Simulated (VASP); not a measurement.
Write the native input for VASP 6.6.1 that does the following.

- Task: single point
- Functional: PBEsol
- Potentials or basis: VASP PAW PBE potentials, release 64 (Sc_sv, Al)
- Cutoff: 520 eV
- k mesh: 12 × 12 × 12
- Occupations: gaussian, width 0.15 eV
- Spin: no spin polarisation
- Dipole correction: no
- Further INCAR settings: ALGO = Fast; EDIFF = 1e-07; NBANDS = 26

The structure of Sc3Al lies in POSCAR:

```
Sc3Al
1.0
    4.5388498105      0.0000000000      0.0000000000
    0.0000000000      4.5388498105      0.0000000000
    0.0000000000      0.0000000000      4.3747949981
Sc Al
3 1
Direct
    0.5000000000      0.0000000000      0.5000000000
    0.0000000000      0.5000000000      0.5000000000
    0.5000000000      0.5000000000      0.0000000000
    0.0000000000      0.0000000000      0.0000000000
```

This cell differs from its parent crystal: strain +0.0375 x Voigt [1, 1, 0, 0, 0, 0].

The input as run:

INCAR

```
SYSTEM = Sc3Al
ALGO = Fast
EDIFF = 1E-7
ENCUT = 520
GGA = PS
ISIF = 2
ISMEAR = 0
LASPH = .True.
LCHARG = .False.
LREAL = .False.
LWAVE = .False.
NBANDS = 26
NELM = 100
PREC = Accurate
SIGMA = 0.15
```

KPOINTS

```
k-points
0
Gamma
  12 12 12
  0 0 0
```

Potentials or basis: VASP PAW PBE potentials, release 64 (Sc_sv, Al).

The run is started by

```console
$ cat potpaw_PBE.64/Sc_sv/POTCAR potpaw_PBE.64/Al/POTCAR > POTCAR
$ mpirun -np 1 vasp_std > vasp.out
```

It gave:

```json
{
  "Pressure": "-4.3 GPa",
  "Band gap on the k mesh": "zero (bands 18 and 19 overlap by 1.44 eV)"
}
```

Caveat: the cell differs from its parent crystal (strain +0.0375 x Voigt [1, 1, 0, 0, 0, 0]); the cell stands under tension; the PAW data sets were made with another functional, which shifts forces and pressure a little.

It took 6.1 min on 1 thread of Intel(R) Xeon(R) 6975P-C (Granite Rapids), on a shared host, peak memory 0.48 GiB.
